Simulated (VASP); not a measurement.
Write the native input for VASP 6.6.1 that does the following.

- Task: single point
- Functional: revPBE
- Potentials or basis: VASP PAW PBE potentials, release 64 (Li_sv)
- Cutoff: 520 eV
- k mesh: 11 × 11 × 11
- Occupations: fermi-dirac, width 0.05 eV
- Spin: no spin polarisation
- Dipole correction: no
- Further INCAR settings: ALGO = Normal; EDIFF = 1e-06; NBANDS = 8

The structure of Li lies in POSCAR:

```
Li
1.0
   -1.7662705373      1.7662705373      1.7662705373
    1.7662705373     -1.7662705373      1.7662705373
    1.7662705373      1.7662705373     -1.7662705373
Li
1
Direct
    0.0000000000      0.0000000000      0.0000000000
```

The input as run:

INCAR

```
  PREC = Accurate
  ENCUT = 520
  EDIFF = 1E-6
  ISMEAR = -1
  SIGMA = 0.05
  LREAL = False
  LASPH = True
  NELM = 60
  ALGO = Normal
  ISIF = 2
  LWAVE = False
  LCHARG = False
  GGA = RE
  NBANDS = 8
```

KPOINTS

```
Automatic mesh
0
Gamma
  11 11 11
```

Potentials or basis: VASP PAW PBE potentials, release 64 (Li_sv).

The run is started by

```bash
$ cat potpaw_PBE.64/Li_sv/POTCAR > POTCAR
$ mpirun -np 1 vasp_std > vasp.out
```

It took 6.7 s on 1 thread of AMD EPYC 9R45 (Zen 5) (shared host), peak memory 0.1 GiB.
